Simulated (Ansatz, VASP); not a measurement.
## One calculation of Ga, two programs

File INCAR:

```
AGGAC = 1.0
AGGAX = 1.0
ALDAC = 0.0
ALDAX = 1.0
ALGO = Normal
EDIFF = 1E-6
ENCUT = 520
GGA = B5
ISIF = 2
ISMEAR = -1
LASPH = T
LCHARG = F
LREAL = F
LWAVE = F
NBANDS = 12
NELM = 100
PREC = Accurate
SIGMA = 0.1
```

KPOINTS

```
k-points
0
Gamma
  20 20 20
```

The input POSCAR:

```
Ga
1.0
    0.0000000000      2.2959729696      2.2959729696
    2.2959729696      0.0000000000      2.2959729696
    2.2959729696      2.2959729696      0.0000000000
Ga
1
Direct
    0.0000000000      0.0000000000      0.0000000000
```

Input for Ansatz:

```yaml
crystal:
  lattice:
    - [0.0, 2.2959729696, 2.2959729696]
    - [2.2959729696, 0.0, 2.2959729696]
    - [2.2959729696, 2.2959729696, 0.0]
  atoms:
    - { symbol: Ga, position: [0.0, 0.0, 0.0] }
hamiltonian:
  xc: blyp
  pseudopotentials:
    kind: paw
    azcp:
      Ga: "pseudopotentials/Ga.paw.azcp"
basis:
  ecutwfc: 420
  fft_grid_basis: typed
kpoints:
  mp_grid: { grid: [20, 20, 20], shift: [0, 0, 0] }
magnetization:
  spin_polarized: false
scf:
  occupations: { method: fermi_dirac, width: 0.1 }
output:
  stress: true
```

Alike in both runs: task single point; functional BLYP; k mesh 20 × 20 × 20; occupations fermi-dirac, width 0.1 eV; no spin polarisation.

|  | VASP | Ansatz |
| --- | --- | --- |
| version | VASP 6.6.1 | Ansatz 0.2.0 |
| potentials or method | VASP PAW PBE potentials, release 64 (Ga_d), cutoff 520 eV | plane waves (420 eV) with PAW, scalar-relativistic |
| valence electrons in the cell | 13 | 13 |

|  | VASP | Ansatz | Ansatz less VASP |
| --- | --- | --- | --- |
| pressure (GPa) | -2.7 | -2.6 | +0.10 |

VASP's potentials were made for PBE, not for BLYP. The functional is the same, so the differences come from potentials, cutoffs and numerics.
